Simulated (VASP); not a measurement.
Wanted: the native input for a VASP 6.6.1 run.

```yaml
Task: relaxation of cell and atoms
Functional: PBEsol
Potentials_or_basis: VASP PAW PBE potentials, release 64 (Al, Ni)
Cutoff: 600 eV
k_mesh: 16 × 16 × 16
Occupations: fermi-dirac, width 0.05 eV
Spin: no spin polarisation
Dipole_correction: no
Further_INCAR_settings: ALGO = Normal; EDIFF = 1e-06; IBRION = 2; EDIFFG = -0.002; NSW = 100; ISIF = 3
```

The structure of AlNi lies in POSCAR:

```
AlNi
1.0
    2.8810000000      0.0000000000      0.0000000000
    0.0000000000      2.8810000000      0.0000000000
    0.0000000000      0.0000000000      2.8810000000
Al Ni
1 1
Direct
    0.0000000000      0.0000000000      0.0000000000
    0.5000000000      0.5000000000      0.5000000000
```

These files were run (other wordings do the same):

INCAR

```
PREC = Accurate ; ENCUT = 600
EDIFF = 1E-6 ; ISMEAR = -1
SIGMA = 0.05 ; LREAL = False
LASPH = True ; NELM = 80
ALGO = Normal ; ISIF = 3
LWAVE = False ; LCHARG = False
GGA = PS ; IBRION = 2
NSW = 100 ; EDIFFG = -0.002
```

KPOINTS

```
regular mesh
0
Gamma
  16 16 16
```

Potentials or basis: VASP PAW PBE potentials, release 64 (Al, Ni).

Launch:

```console
$ cat potpaw_PBE.64/Al/POTCAR potpaw_PBE.64/Ni/POTCAR > POTCAR
$ mpirun -np 1 vasp_std > vasp.out
```

It gave:

- Relaxed volume: 11.73 Å³/atom
- Relaxed cell: a = 2.863 Å, b = 2.863 Å, c = 2.863 Å, α = 90.00°, β = 90.00°, γ = 90.00°
- Space group after relaxing (to 0.1 Å): Pm-3m (No. 221)
- Energy gained by relaxing: 2.3 meV/atom
- Ionic steps: 3
- Pressure after relaxing: 0.0 GPa
- Band gap on the k mesh: zero (an odd number of electrons rules out a gap without spin polarisation)

Caveat: the PAW data sets were made with another functional, which shifts forces and pressure a little.

Run time: 58 s on 1 thread of AMD EPYC 7R43 64-Core Processor (Zen 3) (shared host), peak memory 0.16 GiB.
